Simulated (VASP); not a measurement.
# NaF2 (P-3m1) in VASP: further runs

NaF2 is run at these levels: PBE; tasks: relaxation of cell and atoms, single point.

All numbers are computed with VASP 6.6.1; they aren't measurements. Logs are shortened: lines on timing, memory, paths and dates and some standing lists are left out, and cuts for length are marked.

### Step 1. The cell of the first run

The structure is trigonal, space group P-3m1 (No. 164). Conventional cell: a = 3.644 Å, b = 3.644 Å, c = 3.730 Å, α = 90.00°, β = 90.00°, γ = 120.00°. Within 3.1 Å of Na (site symmetry -3m) lie 6 F at 2.31 Å. Within 3.1 Å of F (site symmetry 3m) lie 3 Na at 2.31 Å and 6 F at 2.78 to 2.84 Å.

### Step 2. Relaxation of cell and atoms, PBE, collinear spin (atoms taken out)

INCAR reads:

```
SYSTEM = NaF2
  PREC = Accurate
  ENCUT = 600
  EDIFF = 1E-6
  ISMEAR = 0
  SIGMA = 0.1
  LREAL = .FALSE.
  LASPH = .TRUE.
  NELM = 150
  ALGO = Normal
  ISIF = 3
  LWAVE = .FALSE.
  LCHARG = .FALSE.
  ISPIN = 2
  MAGMOM = 0 0.54 0.54
  LORBIT = 11
  GGA = PE
  IBRION = 2
  NSW = 90
  EDIFFG = -0.04
```

KPOINTS reads:

```
Automatic mesh
0
G
  6 6 6
  0 0 0
```

POSCAR reads:

```
NaF2
1.0
    3.6435948142      0.0000000000      0.0000000000
   -1.8217974071      3.1554456702      0.0000000000
    0.0000000000      0.0000000000      3.7301160543
Na F
1 2
Direct
    0.0000000000      0.0000000000      0.0000000000
    0.3333333333      0.6666666667      0.2555236717
    0.6666666667      0.3333333333      0.7444763283
```

Potentials or basis: VASP PAW PBE potentials, release 64 (Na_pv, F).

Started as:

```sh
$ cat potpaw_PBE.64/Na_pv/POTCAR potpaw_PBE.64/F/POTCAR > POTCAR
$ mpirun -np 1 vasp_std > vasp.out
```

OUTCAR:

```text
SYSTEM = NaF2
   PREC = Accurate
   ENCUT = 600
   EDIFF = 1E-6
   ISMEAR = 0
   LREAL = .FALSE.
   LASPH = .TRUE.
   NELM = 150
   ISIF = 3
   ISPIN = 2
   LORBIT = 11
   GGA = PE
   IBRION = 2
   NSW = 90
   EDIFFG = -0.04

 ion  position               nearest neighbor table
   1  0.000  0.000  0.000-   2 2.31   3 2.31   3 2.31   2 2.31   3 2.31   2 2.31
   2  0.333  0.667  0.256-   1 2.31   1 2.31   1 2.31
   3  0.667  0.333  0.744-   1 2.31   1 2.31   1 2.31

  LATTYP: Found a hexagonal cell.
 ALAT       =     3.6435948142
 C/A-ratio  =     1.0237461201

  Lattice vectors:

 A1 = (   3.6435948142,   0.0000000000,   0.0000000000)
 A2 = (  -1.8217974071,   3.1554456702,   0.0000000000)
 A3 = (   0.0000000000,   0.0000000000,   3.7301160543)

Analysis of symmetry for initial positions (statically):
=====================================================================
 Subroutine PRICEL returns:
 Original cell was already a primitive cell.

 Routine SETGRP: Setting up the symmetry group for a
 hexagonal supercell.

 Subroutine GETGRP returns: Found 12 space group operations
 (whereof 12 operations were pure point group operations)
 out of a pool of 24 trial point group operations.

The static configuration has the point symmetry D_3d.

Analysis of symmetry for dynamics (positions and initial velocities):
=====================================================================
 Subroutine PRICEL returns:
 Original cell was already a primitive cell.

 Routine SETGRP: Setting up the symmetry group for a
 hexagonal supercell.

 Subroutine GETGRP returns: Found 12 space group operations
 (whereof 12 operations were pure point group operations)
 out of a pool of 24 trial point group operations.

The dynamic configuration has the point symmetry D_3d.

Analysis of structural, dynamic, and magnetic symmetry:
=====================================================================
 Subroutine PRICEL returns:
 Original cell was already a primitive cell.

 Routine SETGRP: Setting up the symmetry group for a
 hexagonal supercell.

 Subroutine GETGRP returns: Found 12 space group operations
 (whereof 12 operations were pure point group operations)
 out of a pool of 24 trial point group operations.

The overall configuration has the point symmetry D_3d.

 Subroutine INISYM returns: Found 12 space group operations
 (whereof 12 operations are pure point group operations),
 and found     1 'primitive' translations

----------------------------------------------------------------------------------------

                                     Primitive cell

  volume of cell :      42.8858

  direct lattice vectors                    reciprocal lattice vectors
     3.643594814  0.000000000  0.000000000     0.274454227  0.158456222  0.000000000
    -1.821797407  3.155445670  0.000000000     0.000000000  0.316912444  0.000000000
     0.000000000  0.000000000  3.730116054     0.000000000  0.000000000  0.268088174

  length of vectors
     3.643594814  3.643594814  3.730116054     0.316912444  0.316912444  0.268088174

  position of ions in fractional coordinates (direct lattice)
     0.000000000  0.000000000  0.000000000
     0.333333333  0.666666667  0.255523672
     0.666666667  0.333333333  0.744476328

  ion indices of the primitive-cell ions
   primitive index   ion index
                 1           1
                 2           2
                 3           3

----------------------------------------------------------------------------------------

 KPOINTS: Automatic mesh

Automatic generation of k-mesh.
 Grid dimensions read from file:
 generate k-points for:    6    6    6

 Generating k-lattice:

  Cartesian coordinates                     Fractional coordinates (reciprocal lattice)
     0.045742371  0.026409370  0.000000000     0.166666667  0.000000000  0.000000000
     0.000000000  0.052818741  0.000000000     0.000000000  0.166666667  0.000000000
     0.000000000  0.000000000  0.044681362     0.000000000  0.000000000  0.166666667

  Length of vectors
     0.052818741  0.052818741  0.044681362

  Shift w.r.t. Gamma in fractional coordinates (k-lattice)
     0.000000000  0.000000000  0.000000000

 Subroutine IBZKPT returns following result:
 ===========================================

 Found     34 irreducible k-points:

 Following reciprocal coordinates:
            Coordinates               Weight
  0.000000  0.000000  0.000000      1.000000
  0.166667 -0.000000  0.000000      6.000000
  0.333333  0.000000  0.000000      6.000000
  0.500000  0.000000  0.000000      3.000000
  0.166667  0.166667  0.000000      6.000000
  0.333333  0.166667  0.000000     12.000000
[... 16 lines left out ...]
  0.500000  0.000000  0.333333      6.000000
  0.166667  0.166667  0.333333     12.000000
 [... further k-points ...]
   k-points           NKPTS =     34   k-points in BZ     NKDIM =     34   number of bands    NBANDS=     15
   number of dos      NEDOS =    301   number of ions     NIONS =      3
   total plane-waves  NPLWV =  27000
   dimension x,y,z NGX =    30 NGY =   30 NGZ =   30
   dimension x,y,z NGXF=    60 NGYF=   60 NGZF=   60
   ions per type =               1   2
   NGX,Y,Z   is equivalent  to a cutoff of  13.69, 13.69, 13.37 a.u.
   NGXF,Y,Z  is equivalent  to a cutoff of  27.38, 27.38, 26.74 a.u.
 SYSTEM =  NaF2
   PREC   = accura    normal or accurate (medium, high low for compatibility)
   ISTART =      0    job   : 0-new  1-cont  2-samecut
   ICHARG =      2    charge: 1-file 2-atom 10-const
   ISPIN  =      2    spin polarized calculation?
   LNONCOLLINEAR =      F non collinear calculations
   LSORBIT =      F    spin-orbit coupling
   LASPH  =      T    aspherical Exc in radial PAW
   ENCUT  =  600.0 eV  44.10 Ry    6.64 a.u.   7.28  7.28  7.45*2*pi/ulx,y,z
   NELM   =    150;   NELMIN=  2; NELMDL= -5     # of ELM steps
   EDIFF  = 0.1E-05   stopping-criterion for ELM
   LREAL  =      F    real-space projection
   EDIFFG = -.4E-01   stopping-criterion for IOM
   NSW    =     90    number of steps for IOM
   IBRION =      2    ionic relax: 0-MD 1-quasi-New 2-CG
   NFREE  =      1    steps in history (QN), initial steepest desc. (CG)
   ISIF   =      3    stress and relaxation
   ISYM   =      2    0-nonsym 1-usesym 2-fastsym
   POTIM  = 0.5000    time-step for ionic-motion
   TEBEG  =    0.0;   TEEND  =   0.0 temperature during run
   PSTRESS=    0.0 pullay stress
   NELECT =      21.0000    total number of electrons
   NUPDOWN=      -1.0000    fix difference up-down
   EMIN   =  10.00;   EMAX   =-10.00  energy-range for DOS
   EFERMI =   0.00;   METHOD = LEGACY
   ISMEAR =     0;   SIGMA  =   0.10  broadening in eV -4-tet -1-fermi 0-gaus
   EFERMI_NEDOS =   21; number of points for ismear=-14 and -15
   IALGO  =     38    algorithm
   IMIX   =      4    mixing-type and parameters
     AMIX     =   0.40;   BMIX     =  1.00
     AMIX_MAG =   1.60;   BMIX_MAG =  1.00
  volume/ion in A,a.u.               =      14.30        96.47
  Fermi-wavevector in a.u.,A,eV,Ry     =   1.290358  2.438423 22.654024  1.665024
  Thomas-Fermi vector in A             =   2.422194
   LORBIT       =     11    0 simple, 1 ext, 2 COOP (PROOUT), +10 PAW based schemes
   GGA     = PE    functional components
   LHFCALC =     F    Hartree Fock is set to
   AEXX    =    0.0000 exact exchange contribution
   IVDW    =     0    specifies the selected vdW correction
   LEPSILON=     F    determine dielectric tensor
   LRPA    =     F    only Hartree local field effects (RPA)
 conjugate gradient relaxation of ions
 spin polarized calculation
 Gauss-broadening in eV      SIGMA  =   0.10
  energy-cutoff  :      600.00
  volume of cell :       42.89
 maximum number of plane-waves:      1485
 NGX is ok and might be reduce to    30
   NGX = 15   NGY = 15   NGZ = 15

 number of electron      20.9999988 magnetization       0.9999902

 Free energy of the ion-electron system (eV)
  ---------------------------------------------------
  ext. energy  EPLUGINS =         0.00000000
  ---------------------------------------------------
  free energy    TOTEN  =        -9.82363247 eV

  energy without entropy =       -9.81071926  energy(sigma->0) =       -9.81717586

 E-fermi :  -3.6171     XC(G=0):  -8.4123

 val. band max:       -3.6506570139   @ k =   0.3333   0.1667   0.3333
 cond. band min:      -3.6044883298   @ k =   0.1667   0.1667   0.5000
 fundamental gap:      0.0461686841
 Fermi energy:        -3.6170905674

 spin component 1

 k-point     1 :       0.0000    0.0000    0.0000
  band No.  band energies     occupation
      1     -24.0520      1.00000
      2     -23.5788      1.00000
      3     -22.4365      1.00000
      4     -22.4365      1.00000
      5     -22.3391      1.00000
      6      -6.0107      1.00000
      7      -5.1432      1.00000
      8      -5.1432      1.00000
      9      -4.6398      1.00000
     10      -4.3962      1.00000
     11      -4.3962      1.00000
     12       3.7824      0.00000
     13      10.7919      0.00000
     14      13.5314      0.00000
     15      14.8008      0.00000
[... 397 lines left out ...]
 k-point    24 :       0.1667    0.1667    0.3333
  band No.  band energies     occupation
      1     -23.9405      1.00000
      2     -23.7149      1.00000
      3     -22.4629      1.00000
      4     -22.3917      1.00000
      5     -22.3087      1.00000
      6      -5.9995      1.00000
      7      -5.6825      1.00000
      8      -5.0952      1.00000
      9      -4.7473      1.00000
     10      -4.5924      1.00000
     11      -4.4318      1.00000
     12       6.6535      0.00000
     13       9.5593      0.00000
     14      11.7092      0.00000
     15      13.1354      0.00000

 [... further k-points ...]

 spin component 2

 k-point     1 :       0.0000    0.0000    0.0000
  band No.  band energies     occupation
      1     -23.1958      1.00000
      2     -22.9015      1.00000
      3     -22.4389      1.00000
      4     -22.4389      1.00000
      5     -22.1211      1.00000
      6      -4.7643      1.00000
      7      -4.5826      1.00000
      8      -4.5826      1.00000
      9      -3.7996      0.99508
     10      -3.7996      0.99508
     11      -3.2085      0.00000
     12       3.9364      0.00000
     13      10.8898      0.00000
     14      13.8408      0.00000
     15      14.8678      0.00000
[... 397 lines left out ...]
 k-point    24 :       0.1667    0.1667    0.3333
  band No.  band energies     occupation
      1     -23.2001      1.00000
      2     -22.9667      1.00000
      3     -22.4600      1.00000
      4     -22.2788      1.00000
      5     -22.1602      1.00000
      6      -5.0580      1.00000
      7      -4.8333      1.00000
      8      -4.4911      1.00000
      9      -4.0167      1.00000
     10      -3.8451      0.99937
     11      -3.4350      0.00502
     12       6.8816      0.00000
     13       9.8188      0.00000
     14      11.8729      0.00000
     15      13.2680      0.00000

 [... further k-points ...]
[... 5 lines left out ...]
  --------------------------------------------------------------------------------------
  -------------------------------------------------------------------------------------
  Total        0.0157533      0.0157533     -0.1116905      0.0000000      0.0000000      0.0000000
  in kB        0.5885299      0.5885299     -4.1726652      0.0000000      0.0000000      0.0000000
  external PRESSURE =      -0.9985351 kB  Pullay stress =       0.0000000 kB

 VOLUME and BASIS-vectors are now :
 -----------------------------------------------------------------------------
  energy-cutoff  :      600.00
  volume of cell :       42.89
      direct lattice vectors                 reciprocal lattice vectors
     3.643594814  0.000000000  0.000000000     0.274454227  0.158456222  0.000000000
    -1.821797407  3.155445670  0.000000000     0.000000000  0.316912444  0.000000000
     0.000000000  0.000000000  3.730116054     0.000000000  0.000000000  0.268088174

 POSITION                                       TOTAL-FORCE (eV/Angst)
 -----------------------------------------------------------------------------------
      0.00000      0.00000      0.00000        -0.000000      0.000000      0.000000
     -0.00000      2.10363      0.95313        -0.000000      0.000000      0.004458
      1.82180      1.05182      2.77698         0.000000      0.000000     -0.004458
 -----------------------------------------------------------------------------------
    total drift:                               -0.000000      0.000000      0.000000

  FREE ENERGIE OF THE ION-ELECTRON SYSTEM (eV)
  ---------------------------------------------------
  free  energy   TOTEN  =        -9.8236324662 eV

  energy  without entropy=       -9.8107192599  energy(sigma->0) =       -9.81717586

 reached required accuracy - stopping structural energy minimisation

 total charge

# of ion       s       p       d       tot
------------------------------------------
    1        0.041   5.986   0.000   6.027
    2        1.742   4.197   0.000   5.940
    3        1.742   4.197   0.000   5.940
--------------------------------------------------
tot          3.525  14.381   0.000  17.907

 magnetization (x)

# of ion       s       p       d       tot
------------------------------------------
    1       -0.002  -0.001   0.000  -0.003
    2        0.002   0.447   0.000   0.449
    3        0.002   0.447   0.000   0.449
--------------------------------------------------
tot          0.003   0.893   0.000   0.896
```

Run time: 35 s. Hardware: 1 thread of Intel Xeon Platinum 8488C (Sapphire Rapids), shared host; peak memory 0.19 GiB.

Results:

```yaml
Free_energy: -9.8236 eV
Pressure_after_relaxing: -0.1 GPa
Largest_force_after_relaxing: 0.004 eV/Å
Band_gap_on_the_k_mesh: zero (filled and empty bands overlap)
Net_moment: 1.00 μB per cell
Site_moments: Na -0.00; F +0.45 μB
Valence_electrons_inside_the_program's_atomic_spheres: Na 6.03; F 5.94
```

Forces on the atoms (eV/Å):
```
Na   0.000  0.000  0.000
F    0.000  0.000  0.004
F    0.000  0.000 -0.004
```

Final structure:
```
Na F
1.0
     3.64359    0.00000    0.00000
    -1.82180    3.15545    0.00000
     0.00000    0.00000    3.73012
Na F
1 2
Cartesian
  0.0000 0.0000 0.0000
  0.0000 2.1036 0.9531
  1.8218 1.0518 2.7770
```

Levels at points of the mesh, in eV from the Fermi level:
Spin up:
```tsv
k point	band 9	band 10	band 11	band 12	band 13	band 14
(0.00, 0.00, 0.00)	-1.02	-0.78	-0.78	7.40	14.41	17.15
(0.50, 0.00, 0.00)	-1.48	-1.16	-0.71	11.25	11.82	14.70
(0.00, 0.00, 0.50)	-1.18	-1.10	-1.10	10.15	10.84	18.20
(0.50, 0.00, 0.50)	-1.16	-0.88	-0.88	12.33	14.09	14.10
```
Spin down:
```
           k point  band 8  band 9  band 10  band 11  band 12  band 13
(0.00, 0.00, 0.00)   -0.97   -0.18    -0.18     0.41     7.55    14.51
(0.50, 0.00, 0.00)   -0.60   -0.55    -0.11    -0.10    11.43    12.02
(0.00, 0.00, 0.50)   -0.61   -0.61    -0.52    -0.52    10.43    11.15
(0.50, 0.00, 0.50)   -0.70   -0.59     0.13     0.13    12.46    14.22
```

Caveat: the cell differs from its parent crystal (atoms taken out); the relaxation stopped at its first step, so nothing moved.

(Continued in part 2 of 2.)
